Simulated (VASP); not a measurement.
A run of VASP 6.6.1 is set up as follows.

Contents of INCAR:

```
SYSTEM = WS2
PREC = Accurate ; ENCUT = 520
EDIFF = 1E-6 ; ISMEAR = 0
SIGMA = 0.02 ; LREAL = .False.
LASPH = .True. ; NELM = 80
ALGO = Normal ; ISIF = 2
LWAVE = .False. ; LCHARG = .True.
GGA = CA ; LELF = .True.
LVHAR = .True. ; NBANDS = 35
```

File KPOINTS:

```
Automatic mesh
0
Gamma
  12 12 2
  0 0 0
```

The input POSCAR:

```
WS2
1.0
    3.1269995533      0.0000000028      0.0000000000
   -1.5634997791      2.7080610493      0.0000000000
    0.0000000000      0.0000000000     12.1602604462
W S
2 4
Direct
    0.3333333333      0.6666666667      0.2500000000
    0.6666666667      0.3333333333      0.7500000000
    0.3333333333      0.6666666667      0.6215380483
    0.6666666667      0.3333333333      0.1215380483
    0.3333333333      0.6666666667      0.8784619517
    0.6666666667      0.3333333333      0.3784619517
```

Potentials or basis: VASP PAW LDA potentials, release 64 (W_sv, S).

The run is started by

```console
$ cat potpaw_LDA.64/W_sv/POTCAR potpaw_LDA.64/S/POTCAR > POTCAR
$ mpirun -np 1 vasp_std > vasp.out
```

(1) Predict the largest force.

(2) Predict the band gap on the k mesh.

(3) Predict the pressure.

## Answers

(1) 0.044 eV/Å.

(2) 0.85 eV (least direct gap 1.89 eV).

(3) 0.4 GPa.

Caveat: spin-orbit coupling is left out, which moves the levels of the heavy elements.
